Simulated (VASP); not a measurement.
# AlN (P6_3mc) in VASP: a series of runs

The runs below take AlN through single point, with LDA, PBE, PBEsol.

Everything below comes from runs of VASP 6.6.1. Logs are shortened: lines on timing, memory, paths and dates and some standing lists are left out, and cuts for length are marked.

**The experiment to reproduce.**

“Structural and optical properties of self-assembled AlN nanowires grown on SiO2/Si substrates by molecular beam epitaxy”, 2024, arxiv:2402.00216 quotes, for a bulk crystal of AlN at 0 K: band gap 6.0343 eV (an exciton energy, a little under the gap).

From “Self-assembly of well-separated AlN nanowires directly on sputtered metallic TiN films”, 2019, arxiv:1910.07391, for a bulk crystal of AlN at 10 K: band gap 6.034 eV (an exciton energy, a little under the gap).

How close the calculation comes is told below.

**1. The cell of the first run**

The structure is hexagonal, space group P6_3mc (No. 186). Conventional cell: a = 3.089 Å, b = 3.089 Å, c = 4.943 Å, α = 90.00°, β = 90.00°, γ = 120.00°. Within 2.5 Å of Al (site symmetry 3m) lie 4 N at 1.88 to 1.89 Å. Within 2.5 Å of N (site symmetry 3m) lie 4 Al at 1.88 to 1.89 Å.

**2. Single point, LDA**

File INCAR:

```
SYSTEM = AlN
PREC = Accurate
ENCUT = 520
EDIFF = 1E-7
ISMEAR = -1
SIGMA = 0.02
LREAL = .False.
LASPH = .True.
NELM = 60
ALGO = Normal
ISIF = 2
LWAVE = .False.
LCHARG = .False.
GGA = CA
NBANDS = 16
```

File KPOINTS:

```
Automatic mesh
0
Gamma
  12 12 6
  0 0 0
```

File POSCAR:

```
AlN
1.0
    3.0887478291      0.0000000000      0.0000000000
   -1.5443739145      2.6749340859      0.0000000000
    0.0000000000      0.0000000000      4.9433459111
Al N
2 2
Direct
    0.3333333333      0.6666666667     -0.0010135593
    0.6666666667      0.3333333333      0.4989864407
    0.3333333333      0.6666666667      0.3810135593
    0.6666666667      0.3333333333      0.8810135593
```

Potentials or basis: VASP PAW LDA potentials, release 64 (Al, N).

The run is started by

```console
$ cat potpaw_LDA.64/Al/POTCAR potpaw_LDA.64/N/POTCAR > POTCAR
$ mpirun -np 1 vasp_std > vasp.out
```

OUTCAR:

```text
SYSTEM = AlN
   PREC = Accurate
   ENCUT = 520
   EDIFF = 1E-7
   ISMEAR = -1
   LREAL = .False.
   LASPH = .True.
   NELM = 60
   ISIF = 2
   GGA = CA

 ion  position               nearest neighbor table
   1  0.333  0.667  0.999-   4 1.88   4 1.88   4 1.88   3 1.89   2 3.05   2 3.05   2 3.05   2 3.05
                             2 3.05   2 3.05
   2  0.667  0.333  0.499-   3 1.88   3 1.88   3 1.88   4 1.89   1 3.05   1 3.05   1 3.05   1 3.05
                             1 3.05   1 3.05
   3  0.333  0.667  0.381-   2 1.88   2 1.88   2 1.88   1 1.89
   4  0.667  0.333  0.881-   1 1.88   1 1.88   1 1.88   2 1.89

  LATTYP: Found a hexagonal cell.
 ALAT       =     3.0887478291
 C/A-ratio  =     1.6004368711

  Lattice vectors:

 A1 = (   3.0887478291,   0.0000000000,   0.0000000000)
 A2 = (  -1.5443739145,   2.6749340859,   0.0000000000)
 A3 = (   0.0000000000,   0.0000000000,   4.9433459111)

Analysis of symmetry for initial positions (statically):
=====================================================================
 Subroutine PRICEL returns:
 Original cell was already a primitive cell.

 Routine SETGRP: Setting up the symmetry group for a
 hexagonal supercell.

 Subroutine GETGRP returns: Found 12 space group operations
 (whereof  6 operations were pure point group operations)
 out of a pool of 24 trial point group operations.

The static configuration has the point symmetry C_3v.
 The point group associated with its full space group is C_6v.

Analysis of symmetry for dynamics (positions and initial velocities):
=====================================================================
 Subroutine PRICEL returns:
 Original cell was already a primitive cell.

 Routine SETGRP: Setting up the symmetry group for a
 hexagonal supercell.

 Subroutine GETGRP returns: Found 12 space group operations
 (whereof  6 operations were pure point group operations)
 out of a pool of 24 trial point group operations.

The dynamic configuration has the point symmetry C_3v.
 The point group associated with its full space group is C_6v.

 Subroutine INISYM returns: Found 12 space group operations
 (whereof  6 operations are pure point group operations),
 and found     1 'primitive' translations

----------------------------------------------------------------------------------------

                                     Primitive cell

  volume of cell :      40.8429

  direct lattice vectors                    reciprocal lattice vectors
     3.088747829  0.000000000  0.000000000     0.323755792  0.186920494  0.000000000
[... 95 lines left out ...]
   NFREE  =      0    steps in history (QN), initial steepest desc. (CG)
   ISIF   =      2    stress and relaxation
   ISYM   =      2    0-nonsym 1-usesym 2-fastsym
   POTIM  = 0.5000    time-step for ionic-motion
   TEBEG  =    0.0;   TEEND  =   0.0 temperature during run
   PSTRESS=    0.0 pullay stress
   NELECT =      16.0000    total number of electrons
   NUPDOWN=      -1.0000    fix difference up-down
   EMIN   =  10.00;   EMAX   =-10.00  energy-range for DOS
   EFERMI =   0.00;   METHOD = LEGACY
   ISMEAR =    -1;   SIGMA  =   0.02  broadening in eV -4-tet -1-fermi 0-gaus
   EFERMI_NEDOS =   21; number of points for ismear=-14 and -15
   IALGO  =     38    algorithm
   IMIX   =      4    mixing-type and parameters
     AMIX     =   0.40;   BMIX     =  1.00
     AMIX_MAG =   1.60;   BMIX_MAG =  1.00
  volume/ion in A,a.u.               =      10.21        68.91
  Fermi-wavevector in a.u.,A,eV,Ry     =   1.197869  2.263644 19.522864  1.434890
  Thomas-Fermi vector in A             =   2.333773
   LORBIT       =      0    0 simple, 1 ext, 2 COOP (PROOUT), +10 PAW based schemes
   GGA     = CA    functional components
   LHFCALC =     F    Hartree Fock is set to
   AEXX    =    0.0000 exact exchange contribution
   IVDW    =     0    specifies the selected vdW correction
   LEPSILON=     F    determine dielectric tensor
   LRPA    =     F    only Hartree local field effects (RPA)
 non-spin polarized calculation
  energy-cutoff  :      520.00
  volume of cell :       40.84
 maximum number of plane-waves:      1124
 NGX is ok and might be reduce to    24
   NGX = 11   NGY = 11   NGZ = 19

 number of electron      15.9999997 magnetization

 Free energy of the ion-electron system (eV)
  ---------------------------------------------------
  ext. energy  EPLUGINS =         0.00000000
  ---------------------------------------------------
  free energy    TOTEN  =       -32.84105602 eV

  energy without entropy =      -32.84105602  energy(sigma->0) =      -32.84105602

 E-fermi :   6.4971     XC(G=0): -11.3431

 val. band max:        6.1151858201   @ k =   0.0000   0.0000   0.0000
 cond. band min:      10.5379456999   @ k =   0.0000   0.0000   0.0000
 fundamental gap:      4.4227598798
 Fermi energy:         6.4971146142

 k-point     1 :       0.0000    0.0000    0.0000
  band No.  band energies     occupation
      1      -9.0586      2.00000
      2      -6.7649      2.00000
      3      -0.0394      2.00000
      4       5.2242      2.00000
      5       5.2242      2.00000
      6       5.8857      2.00000
[... 433 lines left out ...]
      3       1.0816      2.00000
      4       2.0972      2.00000
      5       2.6958      2.00000
      6       4.2902      2.00000
[... 8 lines left out ...]
     15      18.5789      0.00000
     16      20.4088      0.00000

 [... further k-points ...]

------------------------ aborting loop because EDIFF is reached ----------------------------------------

  FORCE on cell =-STRESS in cart. coord.  units (eV):
  Direction    XX          YY          ZZ          XY          YZ          ZX
  --------------------------------------------------------------------------------------
  -------------------------------------------------------------------------------------
  Total        0.1666933      0.1666933      0.1514927      0.0000000      0.0000000      0.0000000
  in kB        6.5390138      6.5390138      5.9427261      0.0000000      0.0000000      0.0000000
  external PRESSURE =       6.3402512 kB  Pullay stress =       0.0000000 kB

 VOLUME and BASIS-vectors are now :
 -----------------------------------------------------------------------------
  energy-cutoff  :      520.00
  volume of cell :       40.84
      direct lattice vectors                 reciprocal lattice vectors
     3.088747829  0.000000000  0.000000000     0.323755792  0.186920494  0.000000000
    -1.544373914  2.674934086  0.000000000     0.000000000  0.373840987  0.000000000
     0.000000000  0.000000000  4.943345911     0.000000000  0.000000000  0.202292135

 POSITION                                       TOTAL-FORCE (eV/Angst)
 -----------------------------------------------------------------------------------
     -0.00000      1.78329      4.93834        -0.000000     -0.000000      0.002602
      1.54437      0.89164      2.46666        -0.000000      0.000000      0.002602
     -0.00000      1.78329      1.88348        -0.000000      0.000000     -0.002602
      1.54437      0.89164      4.35515         0.000000     -0.000000     -0.002602
 -----------------------------------------------------------------------------------
    total drift:                               -0.000000      0.000000     -0.000727

  FREE ENERGIE OF THE ION-ELECTRON SYSTEM (eV)
  ---------------------------------------------------
  free  energy   TOTEN  =       -32.8410560229 eV

  energy  without entropy=      -32.8410560228  energy(sigma->0) =      -32.84105602
```

stdout:

```text
POSCAR found type information on POSCAR AlN
 POSCAR found :  2 types and       4 ions
 scaLAPACK will be used
 LDA part: xc-table for (Slater(with rela. corr.)+CA(PZ))
 , standard interpolation
 POSCAR, INCAR and KPOINTS ok, starting setup
 FFT: planning ... GRIDC
 FFT: planning ... GRID_SOFT
 FFT: planning ... GRID
 WAVECAR not read
 entering main loop
```

Run time: 47 s. Hardware: 1 thread of Intel Xeon 8259CL, shared host; peak memory 0.16 GiB.

Results:

- Free energy: -32.8411 eV
- Pressure: 0.6 GPa
- Band gap on the k mesh: 4.42 eV

Forces on the atoms (eV/Å):
```
Al   0.000  0.000  0.003
Al   0.000  0.000  0.003
N    0.000  0.000 -0.003
N    0.000  0.000 -0.003
```

Levels at points of the mesh, in eV from the valence-band top:
| k point | band 6 | band 7 | band 8 | band 9 | band 10 | band 11 |
| --- | --- | --- | --- | --- | --- | --- |
| (0.00, 0.00, 0.00) | -0.23 | -0.23 | 0.00 | 4.42 | 6.73 | 10.66 |
| (0.50, 0.00, 0.00) | -2.15 | -1.84 | -0.71 | 5.72 | 5.72 | 8.27 |
| (0.00, 0.00, 0.50) | -0.57 | -0.57 | -0.57 | 6.61 | 6.61 | 10.32 |
| (0.50, 0.00, 0.50) | -1.51 | -1.40 | -1.40 | 5.26 | 5.26 | 9.20 |

**3. Single point, PBE**

This run uses another cell than the first one, of 10.40 Å³/atom.

File INCAR:

```
PREC     = Accurate       # precision mode
ENCUT    = 520            # plane-wave cutoff, eV
EDIFF    = 1E-7           # SCF threshold, eV
ISMEAR   = -1             # smearing method
SIGMA    = 0.02           # smearing width, eV
LREAL    = F              # projectors in reciprocal space
LASPH    = T              # aspherical terms in the spheres
NELM     = 100            # most SCF steps
ALGO     = Normal         # electronic algorithm
ISIF     = 2              # what is computed and relaxed
LWAVE    = F              # write WAVECAR
LCHARG   = F              # write CHGCAR
GGA      = PE             # functional
NBANDS   = 16             # bands
```

File KPOINTS:

```
regular mesh
0
Gamma
  12 12 6
```

File POSCAR:

```
AlN
1.0
    3.1066945332      0.0000000000      0.0000000000
   -1.5533472666      2.6904763876      0.0000000000
    0.0000000000      0.0000000000      4.9785887007
Al N
2 2
Direct
    0.3333333333      0.6666666667     -0.0007956004
    0.6666666667      0.3333333333      0.4992043996
    0.3333333333      0.6666666667      0.3807956004
    0.6666666667      0.3333333333      0.8807956004
```

Potentials or basis: VASP PAW PBE potentials, release 64 (Al, N).

The run is started by

```console
$ cat potpaw_PBE.64/Al/POTCAR potpaw_PBE.64/N/POTCAR > POTCAR
$ mpirun -np 1 vasp_std > vasp.out
```

OUTCAR:

```text
PREC = Accurate
   ENCUT = 520
   EDIFF = 1E-7
   ISMEAR = -1
   LREAL = F
   LASPH = T
   NELM = 100
   ISIF = 2
   GGA = PE

 ion  position               nearest neighbor table
   1  0.333  0.667  0.999-   4 1.89   4 1.89   4 1.89   3 1.90   2 3.07   2 3.07   2 3.07   2 3.07
                             2 3.07   2 3.07
   2  0.667  0.333  0.499-   3 1.89   3 1.89   3 1.89   4 1.90   1 3.07   1 3.07   1 3.07   1 3.07
                             1 3.07   1 3.07
   3  0.333  0.667  0.381-   2 1.89   2 1.89   2 1.89   1 1.90
[... 661 lines left out ...]
  --------------------------------------------------------------------------------------
  -------------------------------------------------------------------------------------
  Total        1.1527787      1.1527787      1.1145160      0.0000000      0.0000000      0.0000000
  in kB       44.3836030     44.3836030     42.9104346      0.0000000      0.0000000      0.0000000
  external PRESSURE =      43.8925468 kB  Pullay stress =       0.0000000 kB

 VOLUME and BASIS-vectors are now :
 -----------------------------------------------------------------------------
  energy-cutoff  :      520.00
  volume of cell :       41.61
      direct lattice vectors                 reciprocal lattice vectors
     3.106694533  0.000000000  0.000000000     0.321885525  0.185840694  0.000000000
    -1.553347267  2.690476388  0.000000000     0.000000000  0.371681389  0.000000000
     0.000000000  0.000000000  4.978588701     0.000000000  0.000000000  0.200860135

 POSITION                                       TOTAL-FORCE (eV/Angst)
 -----------------------------------------------------------------------------------
     -0.00000      1.79365      4.97463        -0.000000      0.000000     -0.009051
      1.55335      0.89683      2.48533         0.000000     -0.000000     -0.009051
     -0.00000      1.79365      1.89582        -0.000000      0.000000      0.009051
      1.55335      0.89683      4.38512         0.000000     -0.000000      0.009051
 -----------------------------------------------------------------------------------
    total drift:                               -0.000000      0.000000     -0.000954

  FREE ENERGIE OF THE ION-ELECTRON SYSTEM (eV)
  ---------------------------------------------------
  free  energy   TOTEN  =       -29.7678530136 eV

  energy  without entropy=      -29.7678530136  energy(sigma->0) =      -29.76785301
```

It took 59 s on 1 thread of Intel Xeon 8259CL, shared host; peak memory 0.18 GiB.

Results:

- Free energy: -29.7679 eV
- Pressure: 4.4 GPa
- Largest force: 0.009 eV/Å
- Band gap on the k mesh: 4.24 eV

Forces in eV/Å, atoms in the order of the input:
```
Al   0.000  0.000 -0.009
Al   0.000  0.000 -0.009
N    0.000  0.000  0.009
N    0.000  0.000  0.009
```

Caveat: the cell stands under pressure.

**4. Single point, LDA**

This run uses another cell than the first one, of 10.40 Å³/atom.

File INCAR:

```
SYSTEM = AlN
PREC = Accurate
ENCUT = 520
EDIFF = 1E-6
ISMEAR = 0
SIGMA = 0.01
LREAL = .FALSE.
LASPH = .TRUE.
NELM = 80
ALGO = Normal
ISIF = 2
LWAVE = .FALSE.
LCHARG = .TRUE.
LELF = .TRUE.
LVHAR = .TRUE.
NBANDS = 16
```

File KPOINTS:

```
regular mesh
0
G
  12 12 6
  0 0 0
```

POSCAR is that of step 3.

Potentials or basis: VASP PAW LDA potentials, release 64 (Al, N).

The run is started by

```console
$ cat potpaw_LDA.64/Al/POTCAR potpaw_LDA.64/N/POTCAR > POTCAR
$ mpirun -np 1 vasp_std > vasp.out
```

Run time: 48 s. Hardware: 1 thread of Intel Xeon 8259CL, shared host; peak memory 0.16 GiB.

It converged, with:

* Free energy: -32.8352 eV
* Pressure: -3.2 GPa
* Band gap on the k mesh: 4.27 eV

Levels at points of the mesh, in eV from the valence-band top:
| k point | band 5 | band 6 | band 7 | band 8 | band 9 | band 10 | band 11 | band 12 |
| --- | --- | --- | --- | --- | --- | --- | --- | --- |
| (0.00, 0.00, 0.00) | -0.86 | -0.21 | -0.21 | 0.00 | 4.27 | 6.59 | 10.50 | 10.99 |
| (0.50, 0.00, 0.00) | -3.38 | -2.11 | -1.81 | -0.69 | 5.68 | 5.69 | 8.12 | 10.17 |
| (0.00, 0.00, 0.50) | -0.55 | -0.55 | -0.55 | -0.55 | 6.46 | 6.46 | 10.17 | 10.17 |
| (0.50, 0.00, 0.50) | -1.48 | -1.48 | -1.38 | -1.38 | 5.20 | 5.20 | 9.10 | 9.10 |

Caveat: the cell stands under tension. A k mesh can miss the band edges.

**5. Single point, PBEsol**

This run uses another cell than the first one, of 10.46 Å³/atom.

File INCAR:

```
SYSTEM = AlN
PREC = Accurate ; ENCUT = 520
EDIFF = 1E-6 ; ISMEAR = -1
SIGMA = 0.02 ; LREAL = .False.
LASPH = .True. ; NELM = 60
ALGO = Normal ; ISIF = 2
LWAVE = .False. ; LCHARG = .True.
GGA = PS ; LELF = .True.
LVHAR = .True. ; NBANDS = 16
```

File KPOINTS:

```
Automatic mesh
0
Gamma
  12 12 6
  0 0 0
```

File POSCAR:

```
AlN
1.0
    3.1138044483      0.0000000000      0.0000000000
   -1.5569022241      2.6966337546      0.0000000000
    0.0000000000      0.0000000000      4.9836780373
Al N
2 2
Direct
    0.3333333333      0.6666666667     -0.0009912529
    0.6666666667      0.3333333333      0.4990087471
    0.3333333333      0.6666666667      0.3809912529
    0.6666666667      0.3333333333      0.8809912529
```

Potentials or basis: VASP PAW PBE potentials, release 64 (Al, N).

The run is started by

```console
$ cat potpaw_PBE.64/Al/POTCAR potpaw_PBE.64/N/POTCAR > POTCAR
$ mpirun -np 1 vasp_std > vasp.out
```

It took 58 s on 1 thread of Intel Xeon 8259CL, shared host; peak memory 0.18 GiB.

It converged, with:

```yaml
Free_energy: -31.3124 eV
Pressure: -0.1 GPa
Band_gap_on_the_k_mesh: 4.11 eV
```

Levels at points of the mesh, in eV from the valence-band top:
| k point | band 4 | band 5 | band 6 | band 7 | band 8 | band 9 | band 10 | band 11 | band 12 | band 13 |
| --- | --- | --- | --- | --- | --- | --- | --- | --- | --- | --- |
| (0.00, 0.00, 0.00) | -0.88 | -0.88 | -0.22 | -0.22 | 0.00 | 4.11 | 6.55 | 10.49 | 11.02 | 11.02 |
| (0.50, 0.00, 0.00) | -4.20 | -3.38 | -2.11 | -1.81 | -0.70 | 5.66 | 5.67 | 8.07 | 10.15 | 10.78 |
| (0.00, 0.00, 0.50) | -3.36 | -0.56 | -0.56 | -0.56 | -0.56 | 6.36 | 6.36 | 10.20 | 10.20 | 11.34 |
| (0.50, 0.00, 0.50) | -5.65 | -1.49 | -1.49 | -1.38 | -1.38 | 5.17 | 5.17 | 9.12 | 9.12 | 11.71 |

Caveat: the PAW data sets were made with another functional, which shifts forces and pressure a little.

**6. The runs side by side**

```csv
level,potentials or basis,cell,smearing,gap on the mesh (eV),pressure (GPa)
LDA,"VASP PAW LDA potentials, release 64 (Al, N)","a = 3.089, b = 3.089, c = 4.943 Å, angles 90.0, 90.0, 120.0°, 4 atoms",fermi-dirac 0.02 eV,4.42,0.6
PBE,"VASP PAW PBE potentials, release 64 (Al, N)","a = 3.107, b = 3.107, c = 4.979 Å, angles 90.0, 90.0, 120.0°, 4 atoms",fermi-dirac 0.02 eV,4.24,4.4
LDA,"VASP PAW LDA potentials, release 64 (Al, N)","a = 3.107, b = 3.107, c = 4.979 Å, angles 90.0, 90.0, 120.0°, 4 atoms",gaussian 0.01 eV,4.27,-3.2
PBEsol,"VASP PAW PBE potentials, release 64 (Al, N)","a = 3.114, b = 3.114, c = 4.984 Å, angles 90.0, 90.0, 120.0°, 4 atoms",fermi-dirac 0.02 eV,4.11,-0.1
```

Alike in all rows: task single point; no spin polarisation; k mesh 12 × 12 × 6; cutoff (eV) 520.

Caveats: the cell stands under pressure (at least some runs); the cell stands under tension (at least some runs); the PAW data sets were made with another functional, which shifts forces and pressure a little (at least some runs).

Total energies depend on the potentials used, so only differences within one code and one set of settings carry meaning.

**7. How close it comes**

Step 2. Measured gap of AlN: 6.0343 eV (an exciton energy, a little under the gap; 0 K; quoted in “Structural and optical properties of self-assembled AlN nanowires grown on SiO2/Si substrates by molecular beam epitaxy”, 2024, arxiv:2402.00216). This calculation gives 4.42 eV (-1.61 eV). 2 values of this kind are on record (6.034 to 6.0343 eV); this one was drawn at random. The value is that of LDA on a finite k mesh, which can miss the band edges, without temperature or zero-point motion. Semilocal functionals fall short of measured gaps as a rule.

Step 5. A measured gap of AlN is 6.034 eV (an exciton energy, a little under the gap; 10 K; quoted in “Self-assembly of well-separated AlN nanowires directly on sputtered metallic TiN films”, 2019, arxiv:1910.07391); the calculated 4.11 eV misses it by -1.92 eV. 2 values of this kind are on record (6.034 to 6.0343 eV); this one was drawn at random. The value is that of PBEsol on a finite k mesh, which can miss the band edges, without temperature or zero-point motion. Semilocal functionals fall short of measured gaps as a rule.
